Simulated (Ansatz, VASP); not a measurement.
## Two plane-wave programs on MnS

Contents of INCAR:

```
PREC = Accurate
ENCUT = 520
EDIFF = 1E-6
ISMEAR = -1
SIGMA = 0.05
LREAL = F
LASPH = T
NELM = 150
ALGO = Normal
ISIF = 2
LWAVE = F
LCHARG = F
LMAXMIX = 4
LDAU = T
LDAUTYPE = 2
LDAUL = 2 -1
LDAUU = 4 0
LDAUJ = 0 0
LDAUPRINT = 1
GGA = PE
NBANDS = 27
```

File KPOINTS:

```
Automatic mesh
0
Gamma
  8 8 5
```

Contents of POSCAR:

```
MnS
1.0
    3.9760000000      0.0000000000      0.0000000000
   -1.9880000000      3.4433170100      0.0000000000
    0.0000000000      0.0000000000      6.4320000000
Mn S
2 2
Direct
    0.3333333300      0.6666666700      0.0000000000
    0.6666666700      0.3333333300      0.5000000000
    0.3333333300      0.6666666700      0.3850000000
    0.6666666700      0.3333333300      0.8850000000
```

Input for Ansatz:

```yaml
crystal:
  lattice:
    - [3.976, 0.0, 0.0]
    - [-1.988, 3.44331701, 0.0]
    - [0.0, 0.0, 6.432]
  atoms:
    - { symbol: Mn, position: [0.33333333, 0.66666667, 0.0] }
    - { symbol: Mn, position: [0.66666667, 0.33333333, 0.5] }
    - { symbol: S, position: [0.33333333, 0.66666667, 0.385] }
    - { symbol: S, position: [0.66666667, 0.33333333, 0.885] }
  symmetry: { tolerance: 0.0003 }
hamiltonian:
  xc: pbe
  pseudopotentials: { kind: paw, azcp: { folder: soft_1 } }
  hubbard: { sites: [{ species: Mn, l: d, u_eff: 4.0 }] }
basis:
  ecutwfc: 420
magnetization:
  spin_polarized: false
scf:
  occupations: { method: fermi_dirac, width: 0.05 }
kpoints:
  mp_grid: { grid: [8, 8, 5], shift: [0, 0, 0] }
output:
  forces: true
  stress: true
  eigenvalues: true
```

Alike in both runs: task single point; functional PBE; k mesh 8 × 8 × 5; occupations fermi-dirac, width 0.05 eV; no spin polarisation; Hubbard terms Mn d U = 4.0 eV.

|  | VASP | Ansatz |
| --- | --- | --- |
| version | VASP 6.6.1 | Ansatz 0.2.0 |
| potentials or method | VASP PAW PBE potentials, release 64 (Mn_pv, S), cutoff 520 eV | PAW plane waves |
| valence electrons in the cell | 38 | 42 |

|  | VASP | Ansatz | Ansatz less VASP |
| --- | --- | --- | --- |
| pressure (GPa) | -13.0 | -13.4 | -0.40 |
| traceless stress, the component that is largest in VASP (GPa) | 2.36 | 2.51 | +0.150 |
| rms of the force components (eV/Å) | 0.116 | 0.131 | +0.0146 |

The programs project onto different local orbitals, so the same U acts differently, and such runs can settle in different states. Atom by atom the forces differ by 0.015 eV/Å (rms over components). VASP's potentials hold 38 valence electrons a cell and Ansatz's 42, so a difference there can come from the potentials and not from the codes. Ansatz's warnings: filled band counts differ across k points.
